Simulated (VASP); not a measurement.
# TiS2 (v.B) in VASP: notebook, part 2 of 2

VASP 6.6.1. The steps go on from the part before.

## (3) Single point, PBEsol+D3(BJ)

This run uses another cell than the first one, of 93.95 Å³/atom, 1.670 times its volume.

File INCAR:

```
PREC = Accurate
ENCUT = 400
EDIFF = 1E-6
ISMEAR = 0
SIGMA = 0.08
LREAL = False
LASPH = True
NELM = 120
ALGO = Normal
ISIF = 2
LWAVE = False
LCHARG = False
LDIPOL = True
IDIPOL = 3
DIPOL = 0.5 0.5 0.286
GGA = PS
IVDW = 12
NBANDS = 19
GGA_COMPAT = False
NELMDL = -8
```

File KPOINTS:

```
Automatic mesh
0
Gamma
  12 12 1
```

File POSCAR:

```
TiS2
1.0
    3.3202887075      0.0000000000      0.0000000000
   -1.6601443537      2.8754543686      0.0000000000
    0.0000000000      0.0000000000     29.5200000028
S Ti
2 1
Direct
    0.3333333333      0.6666666667      0.2370411385
    0.6666666667      0.3333333333      0.3340970728
    0.0000000000      0.0000000000      0.2855691057
```

Potentials or basis: VASP PAW PBE potentials, release 64 (S, Ti_sv).

Launch:

```
cat potpaw_PBE.64/S/POTCAR potpaw_PBE.64/Ti_sv/POTCAR > POTCAR
mpirun -np 1 vasp_std > vasp.out
```

OUTCAR:

```text
PREC = Accurate
   ENCUT = 400
   EDIFF = 1E-6
   ISMEAR = 0
   LREAL = False
   LASPH = True
   NELM = 120
   ISIF = 2
   GGA = PS
   IVDW = 12
   NELMDL = -8
 IVDW          = 12

 ion  position               nearest neighbor table
   1  0.333  0.667  0.237-   3 2.39   3 2.39   3 2.39
   2  0.667  0.333  0.334-   3 2.39   3 2.39   3 2.39
   3  0.000  0.000  0.286-   2 2.39   2 2.39   2 2.39   1 2.39   1 2.39   1 2.39

  LATTYP: Found a hexagonal cell.
 ALAT       =     3.3202887075
 C/A-ratio  =     8.8907931217

  Lattice vectors:

 A1 = (   3.3202887075,   0.0000000000,   0.0000000000)
 A2 = (  -1.6601443537,   2.8754543686,   0.0000000000)
 A3 = (   0.0000000000,   0.0000000000,  29.5200000028)

Analysis of symmetry for initial positions (statically):
=====================================================================
 Subroutine PRICEL returns:
 Original cell was already a primitive cell.

 Routine SETGRP: Setting up the symmetry group for a
 hexagonal supercell.

 Subroutine GETGRP returns: Found 12 space group operations
 (whereof  6 operations were pure point group operations)
 out of a pool of 24 trial point group operations.

The static configuration has the point symmetry C_3v.
 The point group associated with its full space group is D_3d.

Analysis of symmetry for dynamics (positions and initial velocities):
=====================================================================
 Subroutine PRICEL returns:
 Original cell was already a primitive cell.

 Routine SETGRP: Setting up the symmetry group for a
 hexagonal supercell.

 Subroutine GETGRP returns: Found 12 space group operations
 (whereof  6 operations were pure point group operations)
 out of a pool of 24 trial point group operations.

The dynamic configuration has the point symmetry C_3v.
 The point group associated with its full space group is D_3d.

 Subroutine INISYM returns: Found 12 space group operations
 (whereof  6 operations are pure point group operations),
 and found     1 'primitive' translations

----------------------------------------------------------------------------------------

                                     Primitive cell

  volume of cell :     281.8374

  direct lattice vectors                    reciprocal lattice vectors
     3.320288708  0.000000000  0.000000000     0.301178629  0.173885562  0.000000000
    -1.660144354  2.875454369  0.000000000     0.000000000  0.347771125  0.000000000
     0.000000000  0.000000000 29.520000003     0.000000000  0.000000000  0.033875339

  length of vectors
     3.320288708  3.320288707 29.520000003     0.347771125  0.347771125  0.033875339

  position of ions in fractional coordinates (direct lattice)
     0.333333333  0.666666667  0.237041138
     0.666666667  0.333333333  0.334097073
     0.000000000  0.000000000  0.285569106

  ion indices of the primitive-cell ions
   primitive index   ion index
                 1           1
                 2           2
                 3           3

----------------------------------------------------------------------------------------

 KPOINTS: Automatic mesh

Automatic generation of k-mesh.
[... 26 lines left out ...]
  0.250000 -0.000000  0.000000      6.000000
  0.333333 -0.000000  0.000000      6.000000
  0.416667 -0.000000  0.000000      6.000000
[... 11 lines left out ...]
  0.333333  0.250000  0.000000     12.000000
  0.333333  0.333333  0.000000      2.000000
   k-points           NKPTS =     19   k-points in BZ     NKDIM =     19   number of bands    NBANDS=     19
   number of dos      NEDOS =    301   number of ions     NIONS =      3
   total plane-waves  NPLWV = 112896
   dimension x,y,z NGX =    24 NGY =   24 NGZ =  196
   dimension x,y,z NGXF=    48 NGYF=   48 NGZF=  392
   ions per type =               2   1
   NGX,Y,Z   is equivalent  to a cutoff of  12.02, 12.02, 11.04 a.u.
   NGXF,Y,Z  is equivalent  to a cutoff of  24.03, 24.03, 22.08 a.u.
 SYSTEM =  unknown system
   PREC   = accura    normal or accurate (medium, high low for compatibility)
   ISTART =      0    job   : 0-new  1-cont  2-samecut
   ICHARG =      2    charge: 1-file 2-atom 10-const
   ISPIN  =      1    spin polarized calculation?
   LNONCOLLINEAR =      F non collinear calculations
   LSORBIT =      F    spin-orbit coupling
   LASPH  =      T    aspherical Exc in radial PAW
   ENCUT  =  400.0 eV  29.40 Ry    5.42 a.u.   5.41  5.41 48.14*2*pi/ulx,y,z
   NELM   =    120;   NELMIN=  2; NELMDL= -8     # of ELM steps
   EDIFF  = 0.1E-05   stopping-criterion for ELM
   LREAL  =      F    real-space projection
   EDIFFG = 0.1E-04   stopping-criterion for IOM
   NSW    =      0    number of steps for IOM
   IBRION =     -1    ionic relax: 0-MD 1-quasi-New 2-CG
   NFREE  =      0    steps in history (QN), initial steepest desc. (CG)
   ISIF   =      2    stress and relaxation
   ISYM   =      2    0-nonsym 1-usesym 2-fastsym
   POTIM  = 0.5000    time-step for ionic-motion
   TEBEG  =    0.0;   TEEND  =   0.0 temperature during run
   PSTRESS=    0.0 pullay stress
   NELECT =      24.0000    total number of electrons
   NUPDOWN=      -1.0000    fix difference up-down
   EMIN   =  10.00;   EMAX   =-10.00  energy-range for DOS
   EFERMI =   0.00;   METHOD = LEGACY
   ISMEAR =     0;   SIGMA  =   0.08  broadening in eV -4-tet -1-fermi 0-gaus
   EFERMI_NEDOS =   21; number of points for ismear=-14 and -15
   IALGO  =     38    algorithm
   IMIX   =      4    mixing-type and parameters
     AMIX     =   0.40;   BMIX     =  1.00
     AMIX_MAG =   1.60;   BMIX_MAG =  1.00
  volume/ion in A,a.u.               =      93.95       633.98
  Fermi-wavevector in a.u.,A,eV,Ry     =   0.720243  1.361062  7.058021  0.518750
  Thomas-Fermi vector in A             =   1.809645
   LORBIT       =      0    0 simple, 1 ext, 2 COOP (PROOUT), +10 PAW based schemes
   GGA     = PS    functional components
   LHFCALC =     F    Hartree Fock is set to
   AEXX    =    0.0000 exact exchange contribution
   IVDW    =    12    specifies the selected vdW correction
   LEPSILON=     F    determine dielectric tensor
   LRPA    =     F    only Hartree local field effects (RPA)
 non-spin polarized calculation
 Gauss-broadening in eV      SIGMA  =   0.08
  energy-cutoff  :      400.00
  volume of cell :      281.84
 maximum number of plane-waves:      5209
 NGX is ok and might be reduce to    24
   NGX = 11   NGY = 11   NGZ = 97

 dipolmoment           0.000000      0.000000      0.000001 electrons x Angstroem

 number of electron      24.0000004 magnetization

 dipolmoment           0.000000      0.000000     -0.000000 electrons x Angstroem

 Free energy of the ion-electron system (eV)
  ---------------------------------------------------
  ext. energy  EPLUGINS =         0.00000000
  ---------------------------------------------------
  free energy    TOTEN  =       -21.06359439 eV

  energy without entropy =      -21.06168156  energy(sigma->0) =      -21.06263797

 E-fermi :  -3.5115     XC(G=0):  -2.3784

 val. band max:       -3.7035377419   @ k =   0.0833  -0.0000   0.0000
 cond. band min:      -3.4987787165   @ k =   0.5000  -0.0000   0.0000
 fundamental gap:      0.2047590255
 Fermi energy:        -3.5114655286

 k-point     1 :       0.0000    0.0000    0.0000
  band No.  band energies     occupation
      1     -60.7069      2.00000
      2     -37.0716      2.00000
      3     -36.9960      2.00000
      4     -36.9960      2.00000
      5     -17.2223      2.00000
      6     -15.9713      2.00000
[... 395 lines left out ...]
      6     -15.2988      2.00000
[... 11 lines left out ...]
     18       4.2135      0.00000
     19       4.9171      0.00000

------------------------ aborting loop because EDIFF is reached ----------------------------------------

 vacuum level on the upper side and lower side of the slab       (xc-potential included)        -0.008        -0.008

 Edisp (eV)   -0.64672

 E8    (eV) :    -0.4241

  FORCE on cell =-STRESS in cart. coord.  units (eV):
  Direction    XX          YY          ZZ          XY          YZ          ZX
  --------------------------------------------------------------------------------------
  -------------------------------------------------------------------------------------
  Total      -0.04744    -0.04744    -0.03300    -0.00000     0.00000     0.00000
  in kB      -0.26966    -0.26966    -0.18760    -0.00000     0.00000     0.00000
  external pressure =       -0.24 kB  Pullay stress =        0.00 kB

 VOLUME and BASIS-vectors are now :
 -----------------------------------------------------------------------------
  energy-cutoff  :      400.00
  volume of cell :      281.84
      direct lattice vectors                 reciprocal lattice vectors
     3.320288708  0.000000000  0.000000000     0.301178629  0.173885562  0.000000000
    -1.660144354  2.875454369  0.000000000     0.000000000  0.347771125  0.000000000
     0.000000000  0.000000000 29.520000003     0.000000000  0.000000000  0.033875339

 POSITION                                       TOTAL-FORCE (eV/Angst)
 -----------------------------------------------------------------------------------
     -0.00000      1.91697      6.99745         0.000000     -0.000000     -0.022644
      1.66014      0.95848      9.86255        -0.000000      0.000000      0.022644
      0.00000      0.00000      8.43000         0.000000      0.000000     -0.000000
 -----------------------------------------------------------------------------------
    total drift:                                0.000000      0.000000     -0.000012

  FREE ENERGIE OF THE ION-ELECTRON SYSTEM (eV)
  ---------------------------------------------------
  free  energy   TOTEN  =       -21.7103110695 eV

  energy  without entropy=      -21.7083982366  energy(sigma->0) =      -21.70935465

 vacuum level on the upper side and lower side of the slab         2.236         2.236
```

Wall time 84 s (1 thread of Intel Xeon 6975P-C (Granite Rapids), shared host); peak memory 0.34 GiB.

What came out:

- Free energy: -21.7103 eV
- Largest force: 0.023 eV/Å
- Band gap on the k mesh: zero (band 12 reaches -3.22 eV, above the bottom of band 13 at -3.50 eV)
- Dispersion energy per atom: -0.216 eV

Forces on the atoms (eV/Å):
```
S    0.000  0.000 -0.023
S    0.000  0.000  0.023
Ti   0.000  0.000  0.000
```

Caveat: the PAW data sets were made with another functional, which shifts forces and pressure a little.
